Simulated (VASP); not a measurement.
Crystal: Ba2ZrO3.

```
Ba Zr O
1.0
     3.34032    0.00000    0.00000
     0.00000    3.34032    0.00000
     0.00000    0.00000   10.11328
Ba Zr O
2 1 3
Cartesian
  1.6702 1.6702 3.2850
  1.6702 1.6702 6.8282
  1.6702 1.6702 0.0000
  0.0000 0.0000 8.4857
  0.0000 0.0000 1.6275
  0.0000 0.0000 5.0566
```

The cell was generated, and may not be a known phase.

| Item | Value |
| --- | --- |
| Program | VASP 6.6.1 |
| Task | relaxation of cell and atoms |
| Functional | PBE |
| Potentials or basis | VASP PAW PBE potentials, release 64 (Ba_sv, Zr_sv, O) |
| Cutoff | 600 eV |
| k mesh | 6 × 6 × 2 |
| Occupations | gaussian, width 0.1 eV |
| Spin | no spin polarisation |

At the start: pressure -10.5 GPa; volume 18.81 Å³/atom.

Where does the relaxation end?

Over 12 steps the energy falls by 210.2 meV/atom and the volume is 15.94 Å³/atom (-15.2 %); space group P4/mmm (No. 123, to 0.1 Å) before and after.

The path:
| step | energy change (eV) | largest force (eV/Å) | pressure (GPa) | volume (Å³) |
| --- | --- | --- | --- | --- |
| 1 | 0.0000 | 1.2336 | -10.51 | 112.84 |
| 2 | -0.8132 | 1.7110 | 3.67 | 93.86 |
| 3 | -0.8185 | 1.6848 | 2.32 | 94.94 |
| 4 | -1.0768 | 1.0771 | 2.03 | 94.36 |
| 5 | -1.1108 | 1.5021 | 3.89 | 93.40 |
| 6 | -1.1688 | 0.7935 | 2.51 | 93.88 |
| 7 | -1.2435 | 0.2000 | -2.13 | 97.63 |
| 8 | -1.2452 | 0.2404 | -1.56 | 97.11 |
| 9 | -1.2604 | 0.0596 | 0.16 | 95.56 |
| 10 | -1.2606 | 0.0592 | 0.03 | 95.71 |
| 11 | -1.2605 | 0.0638 | -0.03 | 95.74 |
| 12 | -1.2610 | 0.0030 | 0.06 | 95.66 |

Final structure:
```cif
data_structure
_symmetry_space_group_name_H-M 'P 1'
_symmetry_Int_Tables_number 1
_cell_length_a 3.1263
_cell_length_b 3.1263
_cell_length_c 9.7880
_cell_angle_alpha 90.000
_cell_angle_beta 90.000
_cell_angle_gamma 90.000
_cell_volume 95.66
loop_
_atom_site_label
_atom_site_type_symbol
_atom_site_fract_x
_atom_site_fract_y
_atom_site_fract_z
_atom_site_occupancy
Ba1 Ba 0.50000 0.50000 0.33120 1
Ba2 Ba 0.50000 0.50000 0.66880 1
Zr1 Zr 0.50000 0.50000 0.00000 1
O1 O 0.00000 0.00000 0.86930 1
O2 O 0.00000 0.00000 0.13070 1
O3 O 0.00000 0.00000 0.50000 1
```

Caveat: the volume moved by over 15 % at a fixed basis, so the end points are rough.
